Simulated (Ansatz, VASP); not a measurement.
## One calculation of ZnO, two programs

```xyz
4
Lattice="3.2009 0.0000 0.0000 -1.6005 2.8853 0.0000 0.0000 0.0000 6.1688" Properties=species:S:1:pos:R:3 pbc="T T T"
Zn    0.0000    0.0000    4.6266
Zn    0.0000    0.0000    1.5422
O     0.0000    1.9235    1.5422
O     1.6005    0.9618    4.6266
```

Change from the starting cell: strain -0.0200 x Voigt [1, -1, 0, 0, 0, 0], atoms carried along.

Alike in both runs: task single point; functional PBE; dispersion D3(BJ); k mesh 12 × 12 × 6; occupations gaussian, width 0.05 eV; no spin polarisation.

|  | VASP | Ansatz |
| --- | --- | --- |
| version | VASP 6.6.1 | Ansatz 0.2.0 |
| potentials or method | VASP PAW PBE potentials, release 64 (Zn, O), cutoff 520 eV | scalar-relativistic, plane waves, PAW |
| valence electrons in the cell | 36 | 36 |

```tsv
	VASP	Ansatz	Ansatz less VASP
gap on the k mesh at the Fermi level (eV)	0.63	0.63	-0.002
least direct gap on the mesh (eV)	0.63	0.63	-0.002
pressure (GPa)	1.2	0.2	-0.98
traceless stress, the component that is largest in VASP (GPa)	5.48	4.82	-0.660
rms of the force components (eV/Å)	0.300	0.282	-0.0182
```

Atom by atom the forces differ by 0.018 eV/Å (rms over components).
